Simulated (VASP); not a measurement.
# Al2Au (I4/mmm) in VASP: a series of runs

Al2Au is run at these levels: LDA; tasks: electric field gradients.

Everything below comes from runs of VASP 6.6.1. Logs are shortened: lines on timing, memory, paths and dates and some standing lists are left out, and cuts for length are marked.

## 1. The cell of the first run

It takes space group I4/mmm (No. 139, tetragonal). The conventional cell has a = 4.243 Å, b = 4.243 Å, c = 5.940 Å, α = 90.00°, β = 90.00°, γ = 90.00°. Al (site symmetry -4m2) has 4 Au at 2.59 Å and 6 Al at 2.97 to 3.00 Å within 3.4 Å. Within 3.4 Å of Au (site symmetry 4/mmm) lie 8 Al at 2.59 Å.

## 2. Electric field gradients, LDA (zz strain of -1 %)

Input file INCAR:

```
PREC = Accurate
ENCUT = 400
EDIFF = 1E-8
ISMEAR = -1
SIGMA = 0.05
LREAL = False
LASPH = True
NELM = 120
ALGO = Normal
ISIF = 2
LWAVE = False
LCHARG = False
GGA = CA
LEFG = True
NBANDS = 16
GGA_COMPAT = False
```

Input file KPOINTS:

```
regular mesh
0
Gamma
  11 11 11
```

Input file POSCAR:

```
Al2Au
1.0
    0.0000000000      3.0000000000      2.9700000000
    3.0000000000      0.0000000000      2.9700000000
    3.0000000000      3.0000000000      0.0000000000
Al Au
2 1
Direct
    0.2500000000      0.2500000000      0.2500000000
    0.7500000000      0.7500000000      0.7500000000
    0.0000000000      0.0000000000      0.0000000000
```

Potentials or basis: VASP PAW LDA potentials, release 64 (Al, Au).

Run with:

```bash
> cat potpaw_LDA.64/Al/POTCAR potpaw_LDA.64/Au/POTCAR > POTCAR
> mpirun -np 1 vasp_std > vasp.out
```

OUTCAR:

```text
PREC = Accurate
   ENCUT = 400
   EDIFF = 1E-8
   ISMEAR = -1
   LREAL = False
   LASPH = True
   NELM = 120
   ISIF = 2
   GGA = CA

 ion  position               nearest neighbor table
   1  0.250  0.250  0.250-   3 2.59   3 2.59   3 2.59   3 2.59   2 2.97   2 2.97   2 3.00   2 3.00
                             2 3.00   2 3.00
   2  0.750  0.750  0.750-   3 2.59   3 2.59   3 2.59   3 2.59   1 2.97   1 2.97   1 3.00   1 3.00
                             1 3.00   1 3.00
   3  0.000  0.000  0.000-   2 2.59   2 2.59   1 2.59   1 2.59   2 2.59   1 2.59   2 2.59   1 2.59

  LATTYP: Found a body centered tetragonal cell.
 ALAT       =     4.2426406871
 C/A-ratio  =     1.4000714267

  Lattice vectors:

 A1 = (   0.0000000000,  -3.0000000000,  -2.9700000000)
 A2 = (   0.0000000000,   3.0000000000,  -2.9700000000)
 A3 = (   3.0000000000,   0.0000000000,   2.9700000000)

Analysis of symmetry for initial positions (statically):
=====================================================================
 Subroutine PRICEL returns:
 Original cell was already a primitive cell.

 Routine SETGRP: Setting up the symmetry group for a
 body centered tetragonal supercell.

 Subroutine GETGRP returns: Found 16 space group operations
 (whereof 16 operations were pure point group operations)
 out of a pool of 16 trial point group operations.

The static configuration has the point symmetry D_4h.

Analysis of symmetry for dynamics (positions and initial velocities):
=====================================================================
 Subroutine PRICEL returns:
 Original cell was already a primitive cell.

 Routine SETGRP: Setting up the symmetry group for a
 body centered tetragonal supercell.

 Subroutine GETGRP returns: Found 16 space group operations
 (whereof 16 operations were pure point group operations)
 out of a pool of 16 trial point group operations.

The dynamic configuration has the point symmetry D_4h.

 Subroutine INISYM returns: Found 16 space group operations
 (whereof 16 operations are pure point group operations),
 and found     1 'primitive' translations

----------------------------------------------------------------------------------------

                                     Primitive cell

  volume of cell :      53.4600

  direct lattice vectors                    reciprocal lattice vectors
     0.000000000  3.000000000  2.970000000    -0.166666667  0.166666667  0.168350168
     3.000000000  0.000000000  2.970000000     0.166666667 -0.166666667  0.168350168
     3.000000000  3.000000000  0.000000000     0.166666667  0.166666667 -0.168350168

  length of vectors
     4.221480783  4.221480783  4.242640687     0.289650366  0.289650366  0.289650366

  position of ions in fractional coordinates (direct lattice)
     0.250000000  0.250000000  0.250000000
     0.750000000  0.750000000  0.750000000
     0.000000000  0.000000000  0.000000000

  ion indices of the primitive-cell ions
   primitive index   ion index
                 1           1
                 2           2
                 3           3

----------------------------------------------------------------------------------------

 KPOINTS: regular mesh

Automatic generation of k-mesh.
 Grid dimensions read from file:
 generate k-points for:   11   11   11

 Generating k-lattice:

  Cartesian coordinates                     Fractional coordinates (reciprocal lattice)
    -0.015151515  0.015151515  0.015304561     0.090909091  0.000000000  0.000000000
     0.015151515 -0.015151515  0.015304561     0.000000000  0.090909091  0.000000000
     0.015151515  0.015151515 -0.015304561     0.000000000  0.000000000  0.090909091

  Length of vectors
     0.026331851  0.026331851  0.026331851

  Shift w.r.t. Gamma in fractional coordinates (k-lattice)
     0.000000000  0.000000000  0.000000000

 Subroutine IBZKPT returns following result:
 ===========================================

 Found    126 irreducible k-points:

 Following reciprocal coordinates:
            Coordinates               Weight
  0.000000  0.000000  0.000000      1.000000
  0.090909  0.000000  0.000000      8.000000
  0.181818  0.000000  0.000000      8.000000
  0.272727 -0.000000  0.000000      8.000000
  0.363636  0.000000  0.000000      8.000000
  0.454545 -0.000000  0.000000      8.000000
[... 16 lines left out ...]
 -0.272727  0.181818  0.000000      8.000000
 -0.181818  0.181818  0.000000      4.000000
 [... further k-points ...]
   k-points           NKPTS =    126   k-points in BZ     NKDIM =    126   number of bands    NBANDS=     16
   number of dos      NEDOS =    301   number of ions     NIONS =      3
   total plane-waves  NPLWV =  21952
   dimension x,y,z NGX =    28 NGY =   28 NGZ =   28
   dimension x,y,z NGXF=    56 NGYF=   56 NGZF=   56
   ions per type =               2   1
   NGX,Y,Z   is equivalent  to a cutoff of  11.03, 11.03, 10.97 a.u.
   NGXF,Y,Z  is equivalent  to a cutoff of  22.05, 22.05, 21.94 a.u.
 SYSTEM =  unknown system
   PREC   = accura    normal or accurate (medium, high low for compatibility)
   ISTART =      0    job   : 0-new  1-cont  2-samecut
   ICHARG =      2    charge: 1-file 2-atom 10-const
   ISPIN  =      1    spin polarized calculation?
   LNONCOLLINEAR =      F non collinear calculations
   LSORBIT =      F    spin-orbit coupling
   LASPH  =      T    aspherical Exc in radial PAW
   ENCUT  =  400.0 eV  29.40 Ry    5.42 a.u.   6.88  6.88  6.92*2*pi/ulx,y,z
   NELM   =    120;   NELMIN=  2; NELMDL= -5     # of ELM steps
   EDIFF  = 0.1E-07   stopping-criterion for ELM
   LREAL  =      F    real-space projection
   EDIFFG = 0.1E-06   stopping-criterion for IOM
   NSW    =      0    number of steps for IOM
   IBRION =     -1    ionic relax: 0-MD 1-quasi-New 2-CG
   NFREE  =      0    steps in history (QN), initial steepest desc. (CG)
   ISIF   =      2    stress and relaxation
   ISYM   =      2    0-nonsym 1-usesym 2-fastsym
   POTIM  = 0.5000    time-step for ionic-motion
   TEBEG  =    0.0;   TEEND  =   0.0 temperature during run
   PSTRESS=    0.0 pullay stress
   NELECT =      17.0000    total number of electrons
   NUPDOWN=      -1.0000    fix difference up-down
   EMIN   =  10.00;   EMAX   =-10.00  energy-range for DOS
   EFERMI =   0.00;   METHOD = LEGACY
   ISMEAR =    -1;   SIGMA  =   0.05  broadening in eV -4-tet -1-fermi 0-gaus
   EFERMI_NEDOS =   21; number of points for ismear=-14 and -15
   IALGO  =     38    algorithm
   IMIX   =      4    mixing-type and parameters
     AMIX     =   0.40;   BMIX     =  1.00
     AMIX_MAG =   1.60;   BMIX_MAG =  1.00
  volume/ion in A,a.u.               =      17.82       120.26
  Fermi-wavevector in a.u.,A,eV,Ry     =   1.117416  2.111610 16.988481  1.248618
  Thomas-Fermi vector in A             =   2.254038
   LORBIT       =      0    0 simple, 1 ext, 2 COOP (PROOUT), +10 PAW based schemes
   GGA     = CA    functional components
   LHFCALC =     F    Hartree Fock is set to
   AEXX    =    0.0000 exact exchange contribution
   IVDW    =     0    specifies the selected vdW correction
   LEPSILON=     F    determine dielectric tensor
   LRPA    =     F    only Hartree local field effects (RPA)
 non-spin polarized calculation
  energy-cutoff  :      400.00
  volume of cell :       53.46
 maximum number of plane-waves:       982
   NGX = 13   NGY = 13   NGZ = 13

 number of electron      16.9999997 magnetization

 Free energy of the ion-electron system (eV)
  ---------------------------------------------------
  ext. energy  EPLUGINS =         0.00000000
  ---------------------------------------------------
  free energy    TOTEN  =       -14.28682782 eV

  energy without entropy =      -14.27837928  energy(sigma->0) =      -14.28260355

 E-fermi :   7.7520     XC(G=0): -10.7594

 val. band max:        7.7356967697   @ k =  -0.3636   0.1818   0.0000
 cond. band min:       7.7594210779   @ k =  -0.2727   0.0000   0.2727
 fundamental gap:      0.0237243082
 Fermi energy:         7.7519926366

 k-point     1 :       0.0000    0.0000    0.0000
  band No.  band energies     occupation
      1      -2.9055      2.00000
      2       1.0242      2.00000
      3       1.0353      2.00000
      4       1.0353      2.00000
      5       1.9939      2.00000
      6       2.0222      2.00000
[... 8 lines left out ...]
     15      13.3446      0.00000
     16      13.6307      0.00000
[... 419 lines left out ...]
 k-point    24 :      -0.1818    0.1818    0.0000
  band No.  band energies     occupation
      1      -1.7980      2.00000
      2       0.7642      2.00000
      3       1.2484      2.00000
      4       1.2839      2.00000
      5       1.8832      2.00000
      6       2.1086      2.00000
[... 8 lines left out ...]
     15      14.9149      0.00000
     16      16.7408      0.00000

 [... further k-points ...]
[... 5 lines left out ...]
  --------------------------------------------------------------------------------------
  -------------------------------------------------------------------------------------
  Total       -0.4567533     -0.4567533     -0.2750001      0.0000000      0.0000000      0.0000000
  in kB      -13.6887340    -13.6887340     -8.2416562      0.0000000      0.0000000      0.0000000
  external PRESSURE =     -11.8730414 kB  Pullay stress =       0.0000000 kB

 VOLUME and BASIS-vectors are now :
 -----------------------------------------------------------------------------
  energy-cutoff  :      400.00
  volume of cell :       53.46
      direct lattice vectors                 reciprocal lattice vectors
     0.000000000  3.000000000  2.970000000    -0.166666667  0.166666667  0.168350168
     3.000000000  0.000000000  2.970000000     0.166666667 -0.166666667  0.168350168
     3.000000000  3.000000000  0.000000000     0.166666667  0.166666667 -0.168350168

 POSITION                                       TOTAL-FORCE (eV/Angst)
 -----------------------------------------------------------------------------------
      1.50000      1.50000      1.48500         0.000000      0.000000      0.000000
      4.50000      4.50000      4.45500        -0.000000     -0.000000     -0.000000
      0.00000      0.00000      0.00000         0.000000     -0.000000     -0.000000
 -----------------------------------------------------------------------------------
    total drift:                               -0.000000     -0.000000      0.000000

  FREE ENERGIE OF THE ION-ELECTRON SYSTEM (eV)
  ---------------------------------------------------
  free  energy   TOTEN  =       -14.2868278250 eV

  energy  without entropy=      -14.2783792788  energy(sigma->0) =      -14.28260355

 Electric field gradients (V/A^2)
---------------------------------------------------------------------
 ion       V_xx      V_yy      V_zz      V_xy      V_xz      V_yz
---------------------------------------------------------------------
   1       0.168     0.168    -0.336     0.000     0.000     0.000
   2       0.168     0.168    -0.336     0.000     0.000     0.000
   3      -5.552    -5.552    11.104    -0.000    -0.000    -0.000
---------------------------------------------------------------------

 Electric field gradients after diagonalization (V/A^2)
 (convention: |V_zz| > |V_xx| > |V_yy|)
----------------------------------------------------------------------
 ion       V_xx      V_yy      V_zz     asymmetry (V_yy - V_xx)/ V_zz
----------------------------------------------------------------------
   1       0.168     0.168    -0.336       0.000
   2       0.168     0.168    -0.336       0.000
   3      -5.552    -5.551    11.104       0.000
----------------------------------------------------------------------

           NMR quadrupolar parameters

 Cq : quadrupolar parameter    Cq=e*Q*V_zz/h
 eta: asymmetry parameters     (V_yy - V_xx)/ V_zz
 Q  : nuclear electric quadrupole moment in mb (millibarn)
----------------------------------------------------------------------
 ion       Cq(MHz)       eta       Q (mb)
----------------------------------------------------------------------
   1      -0.001       0.000       1.000
   2      -0.001       0.000       1.000
   3       0.027       0.000       1.000
----------------------------------------------------------------------
```

It took 45 s on 1 thread of AMD EPYC 9R45 (Zen 5), shared host; peak memory 0.16 GiB.

Results:

```
Free energy : -14.2868 eV
Pressure    : -1.2 GPa
```

Electric field gradients, principal values (V/Å²):
```tsv
atom	least	middle	greatest (by size)
1 Al	0.168	0.168	-0.336
2 Al	0.168	0.168	-0.336
3 Au	-5.551	-5.552	11.104
```

Caveat: the cell differs from its parent crystal (zz strain of -1 %); without QUAD_EFG the Cq values of the log hold for a quadrupole moment of 1 mb, not for the nuclei; spin-orbit coupling is left out, which moves the levels of the heavy elements.

## 3. Electric field gradients, LDA (zz strain of +1 %)

Input file INCAR:

```
SYSTEM = Al2Au
  ALGO = Normal
  EDIFF = 1E-8
  ENCUT = 400
  GGA_COMPAT = .FALSE.
  ISIF = 2
  ISMEAR = -1
  LASPH = .TRUE.
  LCHARG = .FALSE.
  LEFG = .TRUE.
  LREAL = .FALSE.
  LWAVE = .FALSE.
  NBANDS = 16
  NELM = 120
  PREC = Accurate
  SIGMA = 0.05
```

Input file KPOINTS:

```
k-points
0
G
  11 11 11
  0 0 0
```

Input file POSCAR:

```
Al2Au
1.0
    0.0000000000      3.0000000000      3.0300000000
    3.0000000000      0.0000000000      3.0300000000
    3.0000000000      3.0000000000      0.0000000000
Al Au
2 1
Direct
    0.2500000000      0.2500000000      0.2500000000
    0.7500000000      0.7500000000      0.7500000000
    0.0000000000      0.0000000000      0.0000000000
```

Potentials or basis: VASP PAW LDA potentials, release 64 (Al, Au).

Run with:

```bash
> cat potpaw_LDA.64/Al/POTCAR potpaw_LDA.64/Au/POTCAR > POTCAR
> mpirun -np 1 vasp_std > vasp.out
```

OUTCAR:

```text
SYSTEM = Al2Au
   EDIFF = 1E-8
   ENCUT = 400
   ISIF = 2
   ISMEAR = -1
   LASPH = .TRUE.
   LREAL = .FALSE.
   NELM = 120
   PREC = Accurate

 ion  position               nearest neighbor table
   1  0.250  0.250  0.250-   3 2.61   3 2.61   3 2.61   3 2.61   2 3.00   2 3.00   2 3.00   2 3.00
                             2 3.03   2 3.03
   2  0.750  0.750  0.750-   3 2.61   3 2.61   3 2.61   3 2.61   1 3.00   1 3.00   1 3.00   1 3.00
                             1 3.03   1 3.03
   3  0.000  0.000  0.000-   2 2.61   2 2.61   2 2.61   1 2.61   2 2.61   1 2.61   1 2.61   1 2.61

  LATTYP: Found a body centered tetragonal cell.
 ALAT       =     4.2426406871
 C/A-ratio  =     1.4283556980
[... 681 lines left out ...]
---------------------------------------------------------------------
 ion       V_xx      V_yy      V_zz      V_xy      V_xz      V_yz
---------------------------------------------------------------------
   1      -0.138    -0.138     0.275     0.000     0.000     0.000
   2      -0.138    -0.138     0.275     0.000     0.000     0.000
   3       5.033     5.033   -10.067    -0.001    -0.001    -0.001
---------------------------------------------------------------------

 Electric field gradients after diagonalization (V/A^2)
 (convention: |V_zz| > |V_xx| > |V_yy|)
----------------------------------------------------------------------
 ion       V_xx      V_yy      V_zz     asymmetry (V_yy - V_xx)/ V_zz
----------------------------------------------------------------------
   1      -0.138    -0.138     0.275       0.000
   2      -0.138    -0.138     0.275       0.000
   3       5.034     5.033   -10.067       0.000
----------------------------------------------------------------------

           NMR quadrupolar parameters

 Cq : quadrupolar parameter    Cq=e*Q*V_zz/h
 eta: asymmetry parameters     (V_yy - V_xx)/ V_zz
 Q  : nuclear electric quadrupole moment in mb (millibarn)
----------------------------------------------------------------------
 ion       Cq(MHz)       eta       Q (mb)
----------------------------------------------------------------------
   1       0.001       0.000       1.000
   2       0.001       0.000       1.000
   3      -0.024       0.000       1.000
----------------------------------------------------------------------
```

Run time: 46 s. Hardware: 1 thread of AMD EPYC 9R45 (Zen 5), shared host; peak memory 0.16 GiB.

What came out:

```yaml
Free_energy: -14.2716 eV
Pressure: -3.4 GPa
```

Levels at points of the mesh, in eV from the Fermi level:
```
           k point  band 7  band 8  band 9  band 10  band 11  band 12
(0.00, 0.00, 0.00)    2.00    2.86    2.93     2.93     3.79     3.79
```

Electric field gradients, principal values (V/Å²):
| atom | least | middle | greatest (by size) |
| --- | --- | --- | --- |
| 1 Al | -0.138 | -0.138 | 0.275 |
| 2 Al | -0.138 | -0.138 | 0.275 |
| 3 Au | 5.033 | 5.034 | -10.067 |

Caveat: the cell differs from its parent crystal (zz strain of +1 %); without QUAD_EFG the Cq values of the log hold for a quadrupole moment of 1 mb, not for the nuclei; spin-orbit coupling is left out, which moves the levels of the heavy elements.

[end of part 1 of 2]
